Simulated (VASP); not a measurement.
# SbP in VASP: further runs, part 2 of 2

VASP 6.6.1.

**6. Single point, PBE**

This run uses another cell than the first one, of 161.97 Å³/atom, 1.731 times its volume.

INCAR

```
SYSTEM = SbP
  ALGO = Normal
  DIPOL = 0.5 0.5 0.298
  EDIFF = 1E-6
  ENCUT = 520
  GGA = PE
  IDIPOL = 3
  ISIF = 2
  ISMEAR = 0
  LASPH = .TRUE.
  LCHARG = .TRUE.
  LDIPOL = .TRUE.
  LELF = .TRUE.
  LREAL = .FALSE.
  LVACPOTAV = .TRUE.
  LVHAR = .TRUE.
  LWAVE = .FALSE.
  NBANDS = 12
  NELM = 100
  PREC = Accurate
  SIGMA = 0.02
```

KPOINTS

```
k-points
0
G
  12 12 1
  0 0 0
```

POSCAR

```
SbP
1.0
    3.7334054037     -0.0000000029      0.0000000000
   -1.8667026993      3.2332239237      0.0000000000
    0.0000000000      0.0000000000     26.8369017600
Sb P
1 1
Direct
    0.6666666667      0.3333333333      0.3247249229
    0.3333333333      0.6666666667      0.2714690843
```

Potentials or basis: VASP PAW PBE potentials, release 64 (Sb, P).

Launch:

```bash
> cat potpaw_PBE.64/Sb/POTCAR potpaw_PBE.64/P/POTCAR > POTCAR
> mpirun -np 1 vasp_std > vasp.out
```

OUTCAR:

```text
SYSTEM = SbP
   EDIFF = 1E-6
   ENCUT = 520
   GGA = PE
   ISIF = 2
   ISMEAR = 0
   LASPH = .TRUE.
   LREAL = .FALSE.
   NELM = 100
   PREC = Accurate

 ion  position               nearest neighbor table
   1  0.667  0.333  0.325-   2 2.59   2 2.59   2 2.59
   2  0.333  0.667  0.271-   1 2.59   1 2.59   1 2.59

  LATTYP: Found a hexagonal cell.
 ALAT       =     3.7334054037
 C/A-ratio  =     7.1883170613

  Lattice vectors:

 A1 = (   3.7334054037,  -0.0000000029,   0.0000000000)
 A2 = (  -1.8667026993,   3.2332239237,   0.0000000000)
 A3 = (   0.0000000000,   0.0000000000,  26.8369017600)

Analysis of symmetry for initial positions (statically):
=====================================================================
 Subroutine PRICEL returns:
 Original cell was already a primitive cell.

 Routine SETGRP: Setting up the symmetry group for a
 hexagonal supercell.

 Subroutine GETGRP returns: Found  6 space group operations
 (whereof  6 operations were pure point group operations)
 out of a pool of 24 trial point group operations.

The static configuration has the point symmetry C_3v.

Analysis of symmetry for dynamics (positions and initial velocities):
=====================================================================
 Subroutine PRICEL returns:
 Original cell was already a primitive cell.

 Routine SETGRP: Setting up the symmetry group for a
 hexagonal supercell.

 Subroutine GETGRP returns: Found  6 space group operations
 (whereof  6 operations were pure point group operations)
 out of a pool of 24 trial point group operations.

The dynamic configuration has the point symmetry C_3v.

 Subroutine INISYM returns: Found  6 space group operations
 (whereof  6 operations are pure point group operations),
 and found     1 'primitive' translations
[... 117 lines left out ...]
   IVDW    =     0    specifies the selected vdW correction
   LEPSILON=     F    determine dielectric tensor
   LRPA    =     F    only Hartree local field effects (RPA)
 non-spin polarized calculation
 Gauss-broadening in eV      SIGMA  =   0.02
  energy-cutoff  :      520.00
  volume of cell :      323.95
 maximum number of plane-waves:      8761
 NGX is ok and might be reduce to    28

 dipolmoment           0.000000      0.000000      0.000005 electrons x Angstroem

 number of electron      10.0000000 magnetization

 dipolmoment           0.000000      0.000000     -0.051037 electrons x Angstroem

 Free energy of the ion-electron system (eV)
  ---------------------------------------------------
  ext. energy  EPLUGINS =         0.00000000
  ---------------------------------------------------
  free energy    TOTEN  =        -9.23351839 eV

  energy without entropy =       -9.23351839  energy(sigma->0) =       -9.23351839

 E-fermi :  -3.7875     XC(G=0):  -1.9880

 val. band max:       -3.8900663212   @ k =   0.0000   0.0000   0.0000
 cond. band min:      -2.1253965115   @ k =   0.3333   0.0000   0.0000
 fundamental gap:      1.7646698097
 Fermi energy:        -3.7875243469

 k-point     1 :       0.0000    0.0000    0.0000
  band No.  band energies     occupation
      1     -16.0966      2.00000
      2      -9.9600      2.00000
      3      -4.1671      2.00000
      4      -3.8901      2.00000
      5      -3.8901      2.00000
      6      -1.5617      0.00000
      7      -0.1867      0.00000
      8      -0.1867      0.00000
      9       0.8954      0.00000
     10       1.5793      0.00000
     11       1.8039      0.00000
     12       2.2633      0.00000
[... 256 lines left out ...]
 k-point    19 :       0.3333    0.3333    0.0000
  band No.  band energies     occupation
      1     -13.0284      2.00000
      2     -12.1908      2.00000
      3      -7.8767      2.00000
      4      -5.6455      2.00000
      5      -5.2594      2.00000
      6      -1.8713      0.00000
      7       0.2754      0.00000
      8       1.0975      0.00000
      9       3.8315      0.00000
     10       4.1012      0.00000
     11       4.6068      0.00000
     12       4.9509      0.00000

------------------------ aborting loop because EDIFF is reached ----------------------------------------

  FORCE on cell =-STRESS in cart. coord.  units (eV):
  Direction    XX          YY          ZZ          XY          YZ          ZX
  --------------------------------------------------------------------------------------
  -------------------------------------------------------------------------------------
  Total        0.0343876      0.0343876      0.1329738      0.0000000     -0.0000000     -0.0000000
  in kB        0.1700743      0.1700743      0.6576631      0.0000000     -0.0000000     -0.0000000
  external PRESSURE =       0.3326039 kB  Pullay stress =       0.0000000 kB

 VOLUME and BASIS-vectors are now :
 -----------------------------------------------------------------------------
  energy-cutoff  :      520.00
  volume of cell :      323.95
      direct lattice vectors                 reciprocal lattice vectors
     3.733405404 -0.000000003  0.000000000     0.267851972  0.154644408  0.000000000
    -1.866702699  3.233223924  0.000000000     0.000000000  0.309288816  0.000000000
     0.000000000  0.000000000 26.836901760     0.000000000  0.000000000  0.037262125

 POSITION                                       TOTAL-FORCE (eV/Angst)
 -----------------------------------------------------------------------------------
      1.86670      1.07774      8.71461        -0.000000     -0.000000      0.095949
      0.00000      2.15548      7.28539         0.000000      0.000000     -0.095949
 -----------------------------------------------------------------------------------
    total drift:                               -0.000000      0.000000      0.000149

  FREE ENERGIE OF THE ION-ELECTRON SYSTEM (eV)
  ---------------------------------------------------
  free  energy   TOTEN  =        -9.2335183939 eV

  energy  without entropy=       -9.2335183939  energy(sigma->0) =       -9.23351839

 vacuum level on the upper side and lower side of the slab         1.359         2.124
```

stdout:

```text
POSCAR found type information on POSCAR SbP
 POSCAR found :  2 types and       2 ions
 scaLAPACK will be used
 LDA part: xc-table for (Slater+PW92), standard interpolation
 POSCAR, INCAR and KPOINTS ok, starting setup
 FFT: planning ... GRIDC
 FFT: planning ... GRID_SOFT
 FFT: planning ... GRID
 WAVECAR not read
 entering main loop
 -----------------------------------------------------------------------------
|                                                                             |
|           W    W    AA    RRRRR   N    N  II  N    N   GGGG   !!!           |
|           W    W   A  A   R    R  NN   N  II  NN   N  G    G  !!!           |
|           W    W  A    A  R    R  N N  N  II  N N  N  G       !!!           |
|           W WW W  AAAAAA  RRRRR   N  N N  II  N  N N  G  GGG   !            |
|           WW  WW  A    A  R   R   N   NN  II  N   NN  G    G                |
|           W    W  A    A  R    R  N    N  II  N    N   GGGG   !!!           |
|                                                                             |
|     Did not find any points to average over, which means that no vacuum     |
|     field-free region was found. Please increase the size of  your cell     |
|     in the dimension of the dipole correction to obtain accurate            |
|     workfunction values.                                                    |
|                                                                             |
 -----------------------------------------------------------------------------
```

It took 2 min on 1 thread of AMD EPYC 7R13 (Zen 3), shared host; peak memory 0.4 GiB.

Results:

| Item | Value |
| --- | --- |
| Free energy | -9.2335 eV |
| Largest force | 0.096 eV/Å |
| Band gap on the k mesh | 1.76 eV, indirect (least direct gap 2.09 eV) |

Forces on the atoms (eV/Å):
```
Sb   0.000  0.000  0.096
P    0.000  0.000 -0.096
```

Caveat: spin-orbit coupling is left out, which moves the levels of the heavy elements.

**7. Overview**

| cell | k mesh | smearing | gap on the mesh (eV) | largest force (eV/Å) |
| --- | --- | --- | --- | --- |
| a = 3.675, b = 3.675, c = 16.000 Å, angles 90.0, 90.0, 120.0°, 2 atoms | 6 × 6 × 1 | gaussian 0.1 eV | 1.32 | 0.75 |
| a = 3.733, b = 3.733, c = 26.837 Å, angles 90.0, 90.0, 120.0°, 2 atoms | 6 × 6 × 1 | gaussian 0.1 eV | 1.76 | 0.08 |
| a = 3.733, b = 3.733, c = 26.837 Å, angles 90.0, 90.0, 120.0°, 2 atoms | 12 × 12 × 1 | gaussian 0.02 eV | 1.76 | 0.10 |

Some of these runs hold the atoms at other places in the same cell, which the table doesn't show; runs alike in all that it shows share one row.

Alike in all rows: task single point; level PBE; potentials or basis VASP PAW PBE potentials, release 64 (Sb, P); no spin polarisation; cutoff (eV) 520.

Caveats: spin-orbit coupling is left out, which moves the levels of the heavy elements.

Absolute energies hang on the potentials; compare differences alone.
